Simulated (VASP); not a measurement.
# Cu (Cmcm) in VASP: a series of runs

Cu is run at these levels: PBEsol; tasks: single point.

Everything below comes from runs of VASP 6.6.1. Logs are shortened: lines on timing, memory, paths and dates and some standing lists are left out, and cuts for length are marked.

## (1) The cell of the first run

Symmetry: Cmcm, No. 63, orthorhombic system. The conventional cell has a = 2.720 Å, b = 4.087 Å, c = 4.087 Å, α = 90.00°, β = 90.00°, γ = 90.00°. Within 3.2 Å of Cu (site symmetry m2m) lie 14 Cu at 2.45 to 3.19 Å.

## (2) Single point, PBEsol (mode 1 (-52.0 1/cm) frozen in, largest displacement -0.200 Å)

Contents of INCAR:

```
ALGO = Fast
EDIFF = 1E-6
ENCUT = 520
GGA = PS
ISIF = 2
ISMEAR = 0
LASPH = T
LCHARG = T
LELF = T
LREAL = F
LVHAR = T
LWAVE = F
NBANDS = 18
NELM = 80
PREC = Accurate
SIGMA = 0.15
```

Contents of KPOINTS:

```
k-points
0
Gamma
  26 26 14
```

Contents of POSCAR:

```
Cu
1.0
   -1.4450917219      1.4450917219      1.3600072129
    1.4450917219     -1.4450917219      1.3600072129
    2.8901834438      2.8901834438      0.0000000000
Cu
2
Direct
   -0.0489316194      0.0489316194      0.0000000000
    0.5489316194      0.4510683806      0.5000000000
```

Potentials or basis: VASP PAW PBE potentials, release 64 (Cu).

Command:

```bash
$ cat potpaw_PBE.64/Cu/POTCAR > POTCAR
$ mpirun -np 1 vasp_std > vasp.out
```

OUTCAR:

```text
EDIFF = 1E-6
   ENCUT = 520
   GGA = PS
   ISIF = 2
   ISMEAR = 0
   LASPH = T
   LREAL = F
   NELM = 80
   PREC = Accurate

 ion  position               nearest neighbor table
   1  0.951  0.049  0.000-   2 2.49   2 2.49   2 2.49   2 2.49   2 2.62   2 2.62
   2  0.549  0.451  0.500-   1 2.49   1 2.49   1 2.49   1 2.49   1 2.62   1 2.62

  LATTYP: Found a base centered orthorhombic cell.
 ALAT       =     2.7200144258
 B/A-ratio  =     1.5026893186
 C/A-ratio  =     1.5026893186

  Lattice vectors:

 A1 = (  -1.4450917219,   1.4450917219,   1.3600072129)
 A2 = (   1.4450917219,  -1.4450917219,   1.3600072129)
 A3 = (   2.8901834438,   2.8901834438,   0.0000000000)

Analysis of symmetry for initial positions (statically):
=====================================================================
 Subroutine PRICEL returns:
 Original cell was already a primitive cell.

 Routine SETGRP: Setting up the symmetry group for a
 base centered orthorhombic supercell.

 Subroutine GETGRP returns: Found  8 space group operations
 (whereof  4 operations were pure point group operations)
 out of a pool of  8 trial point group operations.

The static configuration has the point symmetry C_2v.
 The point group associated with its full space group is D_2h.

Analysis of symmetry for dynamics (positions and initial velocities):
=====================================================================
 Subroutine PRICEL returns:
 Original cell was already a primitive cell.

 Routine SETGRP: Setting up the symmetry group for a
 base centered orthorhombic supercell.

 Subroutine GETGRP returns: Found  8 space group operations
 (whereof  4 operations were pure point group operations)
 out of a pool of  8 trial point group operations.

The dynamic configuration has the point symmetry C_2v.
 The point group associated with its full space group is D_2h.

 Subroutine INISYM returns: Found  8 space group operations
 (whereof  4 operations are pure point group operations),
 and found     1 'primitive' translations

----------------------------------------------------------------------------------------

                                     Primitive cell

  volume of cell :      22.7207

  direct lattice vectors                    reciprocal lattice vectors
    -1.445091722  1.445091722  1.360007213    -0.172999399  0.172999399  0.367645109
     1.445091722 -1.445091722  1.360007213     0.172999399 -0.172999399  0.367645109
     2.890183444  2.890183444  0.000000000     0.172999399  0.172999399  0.000000000

  length of vectors
     2.454831927  2.454831927  4.087336624     0.441611266  0.441611266  0.244658097

  position of ions in fractional coordinates (direct lattice)
     0.951068381  0.048931619  0.000000000
     0.548931619  0.451068381  0.500000000

  ion indices of the primitive-cell ions
   primitive index   ion index
                 1           1
                 2           2

----------------------------------------------------------------------------------------

 KPOINTS: k-points

Automatic generation of k-mesh.
 Grid dimensions read from file:
 generate k-points for:   26   26   14

 Generating k-lattice:

  Cartesian coordinates                     Fractional coordinates (reciprocal lattice)
    -0.006653823  0.006653823  0.014140196     0.038461538  0.000000000  0.000000000
     0.006653823 -0.006653823  0.014140196     0.000000000  0.038461538  0.000000000
     0.012357100  0.012357100  0.000000000     0.000000000  0.000000000  0.071428571

  Length of vectors
     0.016985049  0.016985049  0.017475578

  Shift w.r.t. Gamma in fractional coordinates (k-lattice)
     0.000000000  0.000000000  0.000000000

 Subroutine IBZKPT returns following result:
 ===========================================

 Found   1464 irreducible k-points:

 Following reciprocal coordinates:
            Coordinates               Weight
  0.000000  0.000000  0.000000      1.000000
  0.038462 -0.000000  0.000000      4.000000
  0.076923 -0.000000  0.000000      4.000000
  0.115385 -0.000000  0.000000      4.000000
  0.153846 -0.000000  0.000000      4.000000
  0.192308 -0.000000  0.000000      4.000000
[... 16 lines left out ...]
  0.346154  0.038462  0.000000      4.000000
  0.384615  0.038462  0.000000      4.000000
 [... further k-points ...]
   k-points           NKPTS =   1464   k-points in BZ     NKDIM =   1464   number of bands    NBANDS=     18
   number of dos      NEDOS =    301   number of ions     NIONS =      2
   total plane-waves  NPLWV =   9720
   dimension x,y,z NGX =    18 NGY =   18 NGZ =   30
   dimension x,y,z NGXF=    36 NGYF=   36 NGZF=   60
   ions per type =               2
   NGX,Y,Z   is equivalent  to a cutoff of  12.19, 12.19, 12.20 a.u.
   NGXF,Y,Z  is equivalent  to a cutoff of  24.38, 24.38, 24.40 a.u.
 SYSTEM =  unknown system
   PREC   = accura    normal or accurate (medium, high low for compatibility)
   ISTART =      0    job   : 0-new  1-cont  2-samecut
   ICHARG =      2    charge: 1-file 2-atom 10-const
   ISPIN  =      1    spin polarized calculation?
   LNONCOLLINEAR =      F non collinear calculations
   LSORBIT =      F    spin-orbit coupling
   LASPH  =      T    aspherical Exc in radial PAW
   ENCUT  =  520.0 eV  38.22 Ry    6.18 a.u.   4.56  4.56  7.60*2*pi/ulx,y,z
   NELM   =     80;   NELMIN=  2; NELMDL= -5     # of ELM steps
   EDIFF  = 0.1E-05   stopping-criterion for ELM
   LREAL  =      F    real-space projection
   EDIFFG = 0.1E-04   stopping-criterion for IOM
   NSW    =      0    number of steps for IOM
   IBRION =     -1    ionic relax: 0-MD 1-quasi-New 2-CG
   NFREE  =      0    steps in history (QN), initial steepest desc. (CG)
   ISIF   =      2    stress and relaxation
   ISYM   =      2    0-nonsym 1-usesym 2-fastsym
   POTIM  = 0.5000    time-step for ionic-motion
   TEBEG  =    0.0;   TEEND  =   0.0 temperature during run
   PSTRESS=    0.0 pullay stress
   NELECT =      22.0000    total number of electrons
   NUPDOWN=      -1.0000    fix difference up-down
   EMIN   =  10.00;   EMAX   =-10.00  energy-range for DOS
   EFERMI =   0.00;   METHOD = LEGACY
   ISMEAR =     0;   SIGMA  =   0.15  broadening in eV -4-tet -1-fermi 0-gaus
   EFERMI_NEDOS =   21; number of points for ismear=-14 and -15
   IALGO  =     68    algorithm
   IMIX   =      4    mixing-type and parameters
     AMIX     =   0.40;   BMIX     =  1.00
     AMIX_MAG =   1.60;   BMIX_MAG =  1.00
  volume/ion in A,a.u.               =      11.36        76.66
  Fermi-wavevector in a.u.,A,eV,Ry     =   1.619602  3.060605 35.689600  2.623112
  Thomas-Fermi vector in A             =   2.713677
   LORBIT       =      0    0 simple, 1 ext, 2 COOP (PROOUT), +10 PAW based schemes
   GGA     = PS    functional components
   LHFCALC =     F    Hartree Fock is set to
   AEXX    =    0.0000 exact exchange contribution
   IVDW    =     0    specifies the selected vdW correction
   LEPSILON=     F    determine dielectric tensor
   LRPA    =     F    only Hartree local field effects (RPA)
 non-spin polarized calculation
 RMM-DIIS sequential band-by-band and
 Gauss-broadening in eV      SIGMA  =   0.15
  energy-cutoff  :      520.00
  volume of cell :       22.72
 maximum number of plane-waves:       632
   NGX =  9   NGY =  9   NGZ = 15

 number of electron      21.9999991 magnetization

 Free energy of the ion-electron system (eV)
  ---------------------------------------------------
  ext. energy  EPLUGINS =         0.00000000
  ---------------------------------------------------
  free energy    TOTEN  =        -8.55766516 eV

  energy without entropy =       -8.54963787  energy(sigma->0) =       -8.55365151

 E-fermi :   7.8726     XC(G=0): -13.1356

 val. band max:        7.8720521543   @ k =  -0.2692   0.2308   0.2857
 cond. band min:       7.8730503977   @ k =   0.5000   0.5000   0.1429
 fundamental gap:      0.0009982434
 Fermi energy:         7.8725691196

 k-point     1 :       0.0000    0.0000    0.0000
  band No.  band energies     occupation
      1      -1.7962      2.00000
      2       2.5832      2.00000
      3       4.1735      2.00000
      4       4.6678      2.00000
      5       4.6798      2.00000
      6       4.9428      2.00000
[... 10 lines left out ...]
     17      31.9572      0.00000
     18      32.6953      0.00000

 k-point     2 :       0.0385   -0.0000    0.0000
  band No.  band energies     occupation
      1      -1.7502      2.00000
      2       2.6102      2.00000
      3       4.1718      2.00000
      4       4.6690      2.00000
      5       4.6922      2.00000
      6       4.9350      2.00000
[... 10 lines left out ...]
     17      32.2966      0.00000
     18      32.7481      0.00000

 k-point     3 :       0.0769   -0.0000    0.0000
  band No.  band energies     occupation
      1      -1.6129      2.00000
      2       2.6892      2.00000
      3       4.1654      2.00000
      4       4.6561      2.00000
      5       4.7457      2.00000
      6       4.9085      2.00000
[... 10 lines left out ...]
     17      32.0675      0.00000
     18      32.2854      0.00000

 k-point     4 :       0.1154   -0.0000    0.0000
  band No.  band energies     occupation
      1      -1.3860      2.00000
      2       2.8137      2.00000
      3       4.1518      2.00000
      4       4.6335      2.00000
      5       4.8351      2.00000
      6       4.8484      2.00000
[... 375 lines left out ...]
      4       4.1555      2.00000
      5       4.5863      2.00000
      6       4.6917      2.00000
[... 10 lines left out ...]
     17      23.4729      0.00000
     18      29.7939      0.00000

 k-point    23 :       0.3462    0.0385    0.0000
  band No.  band energies     occupation
      1       1.7082      2.00000
      2       3.3919      2.00000
      3       3.7565      2.00000
      4       4.2128      2.00000
      5       4.6128      2.00000
      6       4.6457      2.00000
[... 10 lines left out ...]
     17      22.9097      0.00000
     18      29.2975      0.00000

 k-point    24 :       0.3846    0.0385    0.0000
  band No.  band energies     occupation
      1       2.2239      2.00000
      2       3.3420      2.00000
      3       3.6650      2.00000
      4       4.2625      2.00000
      5       4.5400      2.00000
      6       4.7102      2.00000
[... 10 lines left out ...]
     17      22.7504      0.00000
     18      28.8964      0.00000

 [... further k-points ...]
[... 5 lines left out ...]
  --------------------------------------------------------------------------------------
  -------------------------------------------------------------------------------------
  Total        0.2567571      0.2567571     -0.2321100     -0.2565768      0.0000000     -0.0000000
  in kB       18.1055188     18.1055188    -16.3675036    -18.0928060      0.0000000     -0.0000000
  external PRESSURE =       6.6145114 kB  Pullay stress =       0.0000000 kB

 VOLUME and BASIS-vectors are now :
 -----------------------------------------------------------------------------
  energy-cutoff  :      520.00
  volume of cell :       22.72
      direct lattice vectors                 reciprocal lattice vectors
    -1.445091722  1.445091722  1.360007213    -0.172999399  0.172999399  0.367645109
     1.445091722 -1.445091722  1.360007213     0.172999399 -0.172999399  0.367645109
     2.890183444  2.890183444  0.000000000     0.172999399  0.172999399  0.000000000

 POSITION                                       TOTAL-FORCE (eV/Angst)
 -----------------------------------------------------------------------------------
     -1.30367      1.30367      1.36001         0.009143     -0.009143      0.000000
      1.30367      1.58651      1.36001        -0.009143      0.009143      0.000000
 -----------------------------------------------------------------------------------
    total drift:                               -0.000000     -0.000000      0.000000

  FREE ENERGIE OF THE ION-ELECTRON SYSTEM (eV)
  ---------------------------------------------------
  free  energy   TOTEN  =        -8.5576651552 eV

  energy  without entropy=       -8.5496378659  energy(sigma->0) =       -8.55365151
```

Run time: 4.1 min. Hardware: 1 thread of AMD EPYC 9R45 (Zen 5), shared host; peak memory 0.51 GiB.

Results:

```
Free energy            : -8.5577 eV
Pressure               : 0.7 GPa
Largest force          : 0.013 eV/Å
Band gap on the k mesh : zero (band 11 reaches 12.07 eV, above the bottom of band 12 at 5.97 eV)
```

Forces on the atoms (eV/Å):
```
Cu   0.009 -0.009  0.000
Cu  -0.009  0.009  0.000
```

Caveat: the cell differs from its parent crystal (mode 1 (-52.0 1/cm) frozen in, largest displacement -0.200 Å); the PAW data sets were made with another functional, which shifts forces and pressure a little.

## (3) Single point, PBEsol (mode 1 (-52.0 1/cm) frozen in, largest displacement +0.350 Å)

Contents of INCAR:

```
SYSTEM = Cu
PREC = Accurate
ENCUT = 520
EDIFF = 1E-6
ISMEAR = 0
SIGMA = 0.15
LREAL = .FALSE.
LASPH = .TRUE.
NELM = 60
ALGO = Fast
ISIF = 2
LWAVE = .FALSE.
LCHARG = .FALSE.
GGA = PS
NBANDS = 18
```

Contents of KPOINTS:

```
regular mesh
0
G
  26 26 14
  0 0 0
```

Contents of POSCAR:

```
Cu
1.0
   -1.4450917219      1.4450917219      1.3600072129
    1.4450917219     -1.4450917219      1.3600072129
    2.8901834438      2.8901834438      0.0000000000
Cu
2
Direct
    0.0856303339     -0.0856303339      0.0000000000
    0.4143696661      0.5856303339      0.5000000000
```

Potentials or basis: VASP PAW PBE potentials, release 64 (Cu).

Command:

```bash
$ cat potpaw_PBE.64/Cu/POTCAR > POTCAR
$ mpirun -np 1 vasp_std > vasp.out
```

OUTCAR:

```text
SYSTEM = Cu
   PREC = Accurate
   ENCUT = 520
   EDIFF = 1E-6
   ISMEAR = 0
   LREAL = .FALSE.
   LASPH = .TRUE.
   NELM = 60
   ISIF = 2
   GGA = PS

 ion  position               nearest neighbor table
   1  0.086  0.914  0.000-   2 2.45   2 2.45   2 2.55   2 2.55   2 2.55   2 2.55
   2  0.414  0.586  0.500-   1 2.45   1 2.45   1 2.55   1 2.55   1 2.55   1 2.55

  LATTYP: Found a base centered orthorhombic cell.
 ALAT       =     2.7200144258
 B/A-ratio  =     1.5026893186
 C/A-ratio  =     1.5026893186

  Lattice vectors:

 A1 = (  -1.4450917219,   1.4450917219,   1.3600072129)
 A2 = (   1.4450917219,  -1.4450917219,   1.3600072129)
 A3 = (   2.8901834438,   2.8901834438,   0.0000000000)

Analysis of symmetry for initial positions (statically):
=====================================================================
 Subroutine PRICEL returns:
 Original cell was already a primitive cell.

 Routine SETGRP: Setting up the symmetry group for a
 base centered orthorhombic supercell.

 Subroutine GETGRP returns: Found  8 space group operations
 (whereof  4 operations were pure point group operations)
 out of a pool of  8 trial point group operations.

The static configuration has the point symmetry C_2v.
 The point group associated with its full space group is D_2h.

Analysis of symmetry for dynamics (positions and initial velocities):
=====================================================================
 Subroutine PRICEL returns:
 Original cell was already a primitive cell.

 Routine SETGRP: Setting up the symmetry group for a
 base centered orthorhombic supercell.

 Subroutine GETGRP returns: Found  8 space group operations
 (whereof  4 operations were pure point group operations)
 out of a pool of  8 trial point group operations.

The dynamic configuration has the point symmetry C_2v.
 The point group associated with its full space group is D_2h.

 Subroutine INISYM returns: Found  8 space group operations
 (whereof  4 operations are pure point group operations),
 and found     1 'primitive' translations

[... 110 lines left out ...]
   EFERMI_NEDOS =   21; number of points for ismear=-14 and -15
   IALGO  =     68    algorithm
   IMIX   =      4    mixing-type and parameters
     AMIX     =   0.40;   BMIX     =  1.00
     AMIX_MAG =   1.60;   BMIX_MAG =  1.00
  volume/ion in A,a.u.               =      11.36        76.66
  Fermi-wavevector in a.u.,A,eV,Ry     =   1.619602  3.060605 35.689600  2.623112
  Thomas-Fermi vector in A             =   2.713677
   LORBIT       =      0    0 simple, 1 ext, 2 COOP (PROOUT), +10 PAW based schemes
   GGA     = PS    functional components
   LHFCALC =     F    Hartree Fock is set to
   AEXX    =    0.0000 exact exchange contribution
   IVDW    =     0    specifies the selected vdW correction
   LEPSILON=     F    determine dielectric tensor
   LRPA    =     F    only Hartree local field effects (RPA)
 non-spin polarized calculation
 RMM-DIIS sequential band-by-band and
 Gauss-broadening in eV      SIGMA  =   0.15
  energy-cutoff  :      520.00
  volume of cell :       22.72
 maximum number of plane-waves:       632
   NGX =  9   NGY =  9   NGZ = 15

 number of electron      21.9999983 magnetization

 Free energy of the ion-electron system (eV)
  ---------------------------------------------------
  ext. energy  EPLUGINS =         0.00000000
  ---------------------------------------------------
  free energy    TOTEN  =        -8.52307583 eV

  energy without entropy =       -8.51654546  energy(sigma->0) =       -8.51981064

 E-fermi :   7.8740     XC(G=0): -13.1301

 val. band max:        7.8725359547   @ k =  -0.3462   0.1923   0.3571
 cond. band min:       7.8837430573   @ k =  -0.4231   0.0385   0.4286
 fundamental gap:      0.0112071026
 Fermi energy:         7.8739890474

 k-point     1 :       0.0000    0.0000    0.0000
  band No.  band energies     occupation
      1      -1.7961      2.00000
      2       2.5844      2.00000
      3       4.2632      2.00000
      4       4.5519      2.00000
      5       4.7410      2.00000
      6       5.2631      2.00000
[... 481 lines left out ...]
      5       4.6880      2.00000
      6       4.8326      2.00000
[... 10 lines left out ...]
     17      22.5595      0.00000
     18      30.0462      0.00000

 [... further k-points ...]
[... 5 lines left out ...]
  --------------------------------------------------------------------------------------
  -------------------------------------------------------------------------------------
  Total        0.7768224      0.7768224     -0.7091424     -0.3706568      0.0000000      0.0000000
  in kB       54.7785220     54.7785220    -50.0059899    -26.1372853      0.0000000      0.0000000
  external PRESSURE =      19.8503514 kB  Pullay stress =       0.0000000 kB

 VOLUME and BASIS-vectors are now :
 -----------------------------------------------------------------------------
  energy-cutoff  :      520.00
  volume of cell :       22.72
      direct lattice vectors                 reciprocal lattice vectors
    -1.445091722  1.445091722  1.360007213    -0.172999399  0.172999399  0.367645109
     1.445091722 -1.445091722  1.360007213     0.172999399 -0.172999399  0.367645109
     2.890183444  2.890183444  0.000000000     0.172999399  0.172999399  0.000000000

 POSITION                                       TOTAL-FORCE (eV/Angst)
 -----------------------------------------------------------------------------------
      1.19760     -1.19760      1.36001         0.223568     -0.223568      0.000000
      1.69258      1.19760      1.36001        -0.223568      0.223568      0.000000
 -----------------------------------------------------------------------------------
    total drift:                                0.000000      0.000000      0.000000

  FREE ENERGIE OF THE ION-ELECTRON SYSTEM (eV)
  ---------------------------------------------------
  free  energy   TOTEN  =        -8.5230758266 eV

  energy  without entropy=       -8.5165454627  energy(sigma->0) =       -8.51981064
```

Run time: 3.7 min. Hardware: 1 thread of AMD EPYC 9R45 (Zen 5), shared host; peak memory 0.51 GiB.

What came out:

```
Free energy            : -8.5231 eV
Pressure               : 2.0 GPa
Largest force          : 0.316 eV/Å
Band gap on the k mesh : zero (band 11 reaches 11.90 eV, above the bottom of band 12 at 6.00 eV)
```

Forces in eV/Å, atoms in the order of the input:
```
Cu   0.224 -0.224  0.000
Cu  -0.224  0.224  0.000
```

Levels at points of the mesh, in eV from the Fermi level:
```tsv
k point	band 9	band 10	band 11	band 12	band 13	band 14
(0.00, 0.00, 0.00)	-2.39	-1.85	-1.68	-1.01	4.13	19.94
(0.50, 0.00, 0.00)	-1.72	-1.57	-0.25	1.25	7.41	7.92
(0.50, 0.50, 0.00)	-1.54	-1.42	0.72	2.58	9.33	9.75
(0.00, 0.00, 0.50)	-2.07	-2.07	-1.87	-1.87	13.09	13.09
(0.50, 0.00, 0.50)	-1.69	-1.69	0.09	0.09	4.44	4.44
(0.50, 0.50, 0.50)	-1.48	-1.48	1.36	1.36	6.45	6.45
```

Caveat: the cell differs from its parent crystal (mode 1 (-52.0 1/cm) frozen in, largest displacement +0.350 Å); the PAW data sets were made with another functional, which shifts forces and pressure a little.
